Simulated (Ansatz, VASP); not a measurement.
ZnS: VASP beside Ansatz

```
CELL_PARAMETERS angstrom
3.81100 0.00000 0.00000
-1.90550 3.30042 0.00000
0.00000 0.00000 6.23400
ATOMIC_POSITIONS crystal
Zn 0.32946 0.66311 0.00200
Zn 0.66719 0.33438 0.50073
S 0.33592 0.67582 0.38000
S 0.67091 0.32929 0.88444
```

Alike in both runs: task single point; functional r2SCAN; k mesh 2 × 2 × 1; occupations gaussian, width 0.1 eV; no spin polarisation.

```csv
,VASP,Ansatz
version,VASP 6.6.1,Ansatz 0.2.0
potentials or method,"VASP PAW PBE potentials, release 64 (Zn, S), cutoff 550 eV","plane waves, PAW"
valence electrons in the cell,36,36
```

VASP gave:

- gap on the k mesh at the Fermi level (eV): 2.76
- rms of the force components (eV/Å): 0.215

**Question.** Which values does Ansatz return?

**Answer.** gap on the k mesh at the Fermi level (eV): 2.75; rms of the force components (eV/Å): 0.214.

VASP's potentials were made for PBE, not for r2SCAN. Atom by atom the forces differ by 0.003 eV/Å (rms over components). The functional is the same, so the differences come from potentials, cutoffs and numerics.

The k mesh is coarse, so the values compare programs but aren't converged.
